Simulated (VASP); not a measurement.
Here is a VASP 6.6.1 calculation.

The input INCAR:

```
PREC = Accurate
ENCUT = 600
EDIFF = 1E-6
ISMEAR = 0
SIGMA = 0.1
LREAL = False
LASPH = True
NELM = 200
ALGO = Normal
ISIF = 2
LWAVE = False
LCHARG = False
ISPIN = 2
MAGMOM = 2.9 -0.8 -0.8 0 0
LORBIT = 11
LMAXMIX = 4
GGA = PE
NBANDS = 41
GGA_COMPAT = False
```

The input KPOINTS:

```
Automatic mesh
0
Gamma
  6 6 4
```

The input POSCAR:

```
Fe3N2
1.0
    2.9421186381      0.0000000000      0.0000000000
   -1.4710593190      2.5479494815      0.0000000000
    0.0000000000      0.0000000000      6.2386964492
Fe N
3 2
Direct
    0.0000000000      0.0000000000      0.0000000000
    0.3333333333      0.6666666667      0.6695868393
    0.6666666667      0.3333333333      0.3304131607
    0.3333333333      0.6666666667      0.2254592540
    0.6666666667      0.3333333333      0.7745407460
```

Potentials or basis: VASP PAW PBE potentials, release 64 (Fe_sv, N).

Launch:

```sh
$ cat potpaw_PBE.64/Fe_sv/POTCAR potpaw_PBE.64/N/POTCAR > POTCAR
$ mpirun -np 1 vasp_std > vasp.out
```

Problem. Estimate the net moment.

Solution. 3.07 μB per cell.

Problem. Predict the site moments.

Solution. Fe +2.75, +0.08 (each value once); N +0.04 μB.

Stress tensor (GPa, compression positive):
```
-2.93  0.00  0.00
 0.00 -2.93  0.00
 0.00  0.00 -2.79
```

Caveat: the k points lie up to 0.41 Å⁻¹ apart.
